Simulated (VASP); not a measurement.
Pt: single point with r2SCAN

Crystal: Pt.

```
Pt
1.0
     0.00000    1.97058    1.97058
     1.97058    0.00000    1.97058
     1.97058    1.97058    0.00000
Pt
1
Cartesian
  0.0000 0.0000 0.0000
```

```yaml
Program: VASP 6.6.1
Task: single point
Functional: r2SCAN
Potentials_or_basis: VASP PAW PBE potentials, release 64 (Pt)
Cutoff: 520 eV
k_mesh: 14 × 14 × 14
Occupations: gaussian, width 0.3 eV
Spin: no spin polarisation
Dipole_correction: no
Further_INCAR_settings: ALGO = Normal; EDIFF = 1e-07; NBANDS = 11
```

The pressure is 0.8 GPa and the band gap on the k mesh is zero (band 5 reaches 11.25 eV, above the bottom of band 6 at 8.92 eV).

Levels at points of the mesh, in eV from the Fermi level:
| k point | band 3 | band 4 | band 5 | band 6 | band 7 | band 8 |
| --- | --- | --- | --- | --- | --- | --- |
| (0.00, 0.00, 0.00) | -3.83 | -3.83 | -1.72 | -1.72 | 15.52 | 20.60 |
| (0.50, 0.00, 0.00) | -3.92 | -0.25 | 0.02 | 0.02 | 6.04 | 15.16 |
| (0.50, 0.50, 0.00) | -0.06 | 0.50 | 0.50 | 1.97 | 9.18 | 11.97 |

Run time: 2.6 min on 1 thread of AMD EPYC 9R45, with other jobs on the host, peak memory 0.13 GiB.

Caveat: the PAW data sets were made with another functional, which shifts forces and pressure a little; spin-orbit coupling is left out, which moves the levels of the heavy elements.
